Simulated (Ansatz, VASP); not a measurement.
Two plane-wave programs on AlRu

The input INCAR:

```
PREC = Accurate ; ENCUT = 520
EDIFF = 1E-7 ; ISMEAR = 0
SIGMA = 0.15 ; LREAL = False
LASPH = True ; NELM = 60
ALGO = Fast ; ISIF = 2
LWAVE = False ; LCHARG = False
GGA = PS ; NBANDS = 16
```

Contents of KPOINTS:

```
regular mesh
0
Gamma
  20 20 20
```

The input POSCAR:

```
AlRu
1.0
    3.0657000565      0.0000000000      0.0000000000
    0.0000000000      3.0657000565      0.0000000000
    0.0000000000      0.0000000000      2.9764078218
Al Ru
1 1
Direct
    0.0000000000      0.0000000000      0.0000000000
    0.5000000000      0.5000000000      0.5000000000
```

Input for Ansatz:

```yaml
crystal:
  lattice:
    - [3.0657000565, 0.0, 0.0]
    - [0.0, 3.0657000565, 0.0]
    - [0.0, 0.0, 2.9764078218]
  atoms:
    - { symbol: Al, position: [0.0, 0.0, 0.0] }
    - { symbol: Ru, position: [0.5, 0.5, 0.5] }
basis:
  ecutwfc: 420
kpoints:
  mp_grid: { grid: [20, 20, 20] }
hamiltonian:
  xc: pbesol
scf:
  occupations: { method: gaussian, width: 0.15 }
output:
  forces: true
  stress: true
  eigenvalues: true
```

Change from the starting cell: strain +0.030 along x and y, +0.000 along z, atoms carried along.

Alike in both runs: task single point; functional PBEsol; k mesh 20 × 20 × 20; occupations gaussian, width 0.15 eV; no spin polarisation.

```csv
,VASP,Ansatz
version,VASP 6.6.1,Ansatz 0.2.0
potentials or method,"VASP PAW PBE potentials, release 64 (Al, Ru_pv), cutoff 520 eV","scalar-relativistic, plane waves, PAW"
valence electrons in the cell,17,19
```

|  | VASP | Ansatz | Ansatz less VASP |
| --- | --- | --- | --- |
| gap on the k mesh at the Fermi level (eV) | none | none | - |
| pressure (GPa) | -11.3 | -11.3 | -0.03 |
| traceless stress, the component that is largest in VASP (GPa) | 3.02 | 3.01 | -0.009 |

VASP's potentials were made for PBE, not for PBEsol. A gap of «none» marks a metal or a gap that the smearing closes. VASP's potentials hold 17 valence electrons a cell and Ansatz's 19, so a difference there can come from the potentials and not from the codes.
